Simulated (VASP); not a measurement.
ZnO, 4 atoms in the cell. The structure is hexagonal, space group P6_3/mmc (No. 194). Conventional cell: a = 3.189 Å, b = 3.189 Å, c = 7.023 Å, α = 90.00°, β = 90.00°, γ = 120.00°. Within 2.4 Å of Zn (site symmetry -6m2) lie 3 O at 1.84 Å. O (site symmetry -6m2) has 3 Zn at 1.84 Å within 2.4 Å.  This cell differs from its parent crystal: strain -0.030 along x and y, -0.015 along z.

- Program: VASP 6.6.1
- Task: single point
- Functional: PBEsol
- Potentials or basis: VASP PAW PBE potentials, release 64 (Zn, O)
- Cutoff: 520 eV
- k mesh: 9 × 9 × 4
- Occupations: gaussian, width 0.05 eV
- Spin: no spin polarisation
- Dipole correction: no
- Further INCAR settings: ALGO = Normal; EDIFF = 1e-06; NBANDS = 26

Potentials or basis: VASP PAW PBE potentials, release 64 (Zn, O).

Command:

```bash
$ cat potpaw_PBE.64/Zn/POTCAR potpaw_PBE.64/O/POTCAR > POTCAR
$ mpirun -np 1 vasp_std > vasp.out
```

Hardware: 1 thread of Intel(R) Xeon(R) Platinum 8488C (Sapphire Rapids) (shared host).

Problem. Estimate the wall time of this run.

Solution. It took 48 s on 1 thread of Intel(R) Xeon(R) Platinum 8488C (Sapphire Rapids), with other jobs on the host, peak memory 0.2 GiB. Counts: scf iterations 15, k points 36.
